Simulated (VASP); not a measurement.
A run of VASP 6.6.1:

The input POSCAR:

```
MgAu
1.0
    3.2273999300      0.0000000000      0.0000000000
    0.0000000000      3.2273999300      0.0000000000
    0.0000000000      0.0000000000      3.2273999300
Mg Au
1 1
Direct
    0.5000000000      0.5000000000      0.5000000000
    0.0000000000      0.0000000000      0.0000000000
```

The input INCAR.step1:

```
PREC = Accurate ; ENCUT = 580
ISMEAR = -1 ; SIGMA = 0.1
LREAL = F ; LASPH = T
NELM = 120 ; GGA = PE
ALGO = Normal ; EDIFF = 1E-5
LWAVE = T ; LCHARG = F
GGA_COMPAT = F ; IBRION = 2
EDIFFG = -0.01 ; NELMIN = 4
NSW = 100
```

The input INCAR.step2:

```
PREC = Accurate ; ENCUT = 580
EDIFF = 1E-7 ; ISMEAR = -1
SIGMA = 0.1 ; LREAL = F
LASPH = T ; NELM = 120
ALGO = Normal ; ISIF = 2
LWAVE = F ; LCHARG = F
METAGGA = R2SCAN ; LMIXTAU = T
IBRION = 2 ; NSW = 50
EDIFFG = -0.01 ; ISTART = 1
GGA_COMPAT = F ; NELMIN = 4
```

KPOINTS

```
Automatic mesh
0
Gamma
  10 10 10
```

Potentials or basis: VASP PAW PBE potentials, release 64 (Mg, Au).

The run is started by

```console
$ cat potpaw_PBE.64/Mg/POTCAR potpaw_PBE.64/Au/POTCAR > POTCAR
$ cp INCAR.step1 INCAR
$ mpirun -np 1 vasp_std > vasp.out
$ cp INCAR.step2 INCAR
$ mpirun -np 1 vasp_std > vasp.out
```

Hardware: 1 thread of Intel(R) Xeon(R) Platinum 8488C (Sapphire Rapids), with other jobs on the host.

Estimate the wall time of this run.

It took 55 s on 1 thread of Intel(R) Xeon(R) Platinum 8488C (Sapphire Rapids) (shared host), peak memory 0.18 GiB. Counts: k points 56, ion steps 1.
